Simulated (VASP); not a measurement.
## Si3GeO8: single point with PBE

Si3GeO8:

```
CELL_PARAMETERS angstrom
4.21367 0.00000 0.00000
0.00000 4.21367 2.74694
0.00000 -4.21367 2.74694
ATOMIC_POSITIONS crystal
Si 0.50000 0.00000 0.50000
Si 0.50000 0.50000 0.00000
Si 0.00000 0.00000 0.00000
Ge 0.00000 0.50000 0.50000
O 0.69423 0.34711 0.65289
O 0.69423 0.84711 0.15289
O 0.80577 0.34711 0.15289
O 0.80577 0.84711 0.65289
O 0.30577 0.15289 0.84711
O 0.30577 0.65289 0.34711
O 0.19423 0.15289 0.34711
O 0.19423 0.65289 0.84711
```

```json
{
 "Program": "VASP 6.6.1",
 "Task": "single point",
 "Functional": "PBE",
 "Potentials or basis": "VASP PAW PBE potentials, release 64 (Si, Ge_d, O)",
 "Cutoff": "600 eV",
 "k mesh": "4 × 4 × 4",
 "Occupations": "gaussian, width 0.1 eV",
 "Spin": "no spin polarisation"
}
```

| Quantity | Value |
| --- | --- |
| Pressure | 11.5 GPa |
| Largest force | 2.595 eV/Å |
| Band gap on the k mesh | 4.48 eV |

Forces in eV/Å, atoms in the order of the input:
```
Si   0.000  0.000  0.000
Si   0.000  0.000  0.000
Si   0.000  0.000  0.000
Ge   0.000  0.000  0.000
O   -1.770 -1.715  0.000
O    0.010 -0.045  0.000
O   -1.122  1.122 -2.053
O   -1.122  1.122  2.053
O   -0.010  0.045  0.000
O    1.770  1.715  0.000
O    1.122 -1.122 -2.053
O    1.122 -1.122  2.053
```

Stress tensor (GPa, compression positive):
```
12.77  1.65  0.00
 1.65 12.76  0.00
 0.00  0.00  8.95
```

Levels at points of the mesh, in eV from the valence-band top:
| k point | band 35 | band 36 | band 37 | band 38 | band 39 | band 40 |
| --- | --- | --- | --- | --- | --- | --- |
| (0.00, 0.00, 0.00) | -0.87 | -0.85 | 0.00 | 4.48 | 6.34 | 7.81 |
| (0.50, 0.00, 0.00) | -1.40 | -1.03 | -0.94 | 6.17 | 6.65 | 6.98 |
| (0.00, 0.50, 0.00) | -1.44 | -0.85 | -0.82 | 6.76 | 7.15 | 9.04 |
| (0.50, 0.50, 0.00) | -1.32 | -1.28 | -1.20 | 7.15 | 7.75 | 7.79 |
| (0.00, 0.50, 0.50) | -2.23 | -1.03 | -0.94 | 6.71 | 6.98 | 8.26 |
| (0.50, 0.50, 0.50) | -1.86 | -1.67 | -1.65 | 6.41 | 6.85 | 8.15 |

Wall time 3.3 min on 1 thread of Oxide Virtual Turin-like Processor (shared host), peak memory 0.24 GiB.

Caveat: the cell stands under pressure; forces of over 1 eV/Å act on the atoms, so gaps and moduli don't describe the material at rest.
